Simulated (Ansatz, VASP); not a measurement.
# Pb in VASP and in Ansatz

Contents of INCAR:

```
PREC = Accurate
ENCUT = 520
EDIFF = 1E-6
ISMEAR = 0
SIGMA = 0.15
LREAL = F
LASPH = T
NELM = 100
ALGO = Fast
ISIF = 2
LWAVE = F
LCHARG = F
GGA = PS
NBANDS = 13
```

The input KPOINTS:

```
Automatic mesh
0
Gamma
  18 18 18
```

The input POSCAR:

```
Pb
1.0
   -0.2607286831      2.3465581477      2.3465581477
    2.3465581477     -0.2607286831      2.3465581477
    2.3465581477      2.3465581477     -0.2607286831
Pb
1
Direct
    0.0000000000      0.0000000000      0.0000000000
```

Input for Ansatz:

```yaml
crystal:
  lattice:
    - [-0.2607286831, 2.3465581477, 2.3465581477]
    - [2.3465581477, -0.2607286831, 2.3465581477]
    - [2.3465581477, 2.3465581477, -0.2607286831]
  atoms:
    - { symbol: Pb, position: [0.0, 0.0, 0.0] }
basis:
  ecutwfc: 420
kpoints:
  mp_grid: { grid: [18, 18, 18] }
hamiltonian:
  xc: pbesol
scf:
  occupations: { method: gaussian, width: 0.15 }
output:
  forces: true
  stress: true
  eigenvalues: true
```

Alike in both runs: task single point; functional PBEsol; k mesh 18 × 18 × 18; occupations gaussian, width 0.15 eV; no spin polarisation.

|  | VASP | Ansatz |
| --- | --- | --- |
| version | VASP 6.6.1 | Ansatz 0.2.0 |
| potentials or method | VASP PAW PBE potentials, release 64 (Pb_d), cutoff 520 eV | scalar-relativistic, plane waves, PAW |
| valence electrons in the cell | 14 | 14 |

Ansatz gave:

| Item | Value |
| --- | --- |
| gap on the k mesh at the Fermi level (eV) | none |
| pressure (GPa) | 0.7 |
| traceless stress, the component that is largest in VASP (GPa) | 1.62 |

Which values does VASP return?

gap on the k mesh at the Fermi level (eV): none; pressure (GPa): 0.7; traceless stress, the component that is largest in VASP (GPa): 1.61.

VASP's potentials were made for PBE, not for PBEsol. A gap of «none» marks a metal or a gap that the smearing closes. With one functional, cell and mesh, what is left measures potentials, basis and numerics.

Neither program's run includes spin-orbit coupling.
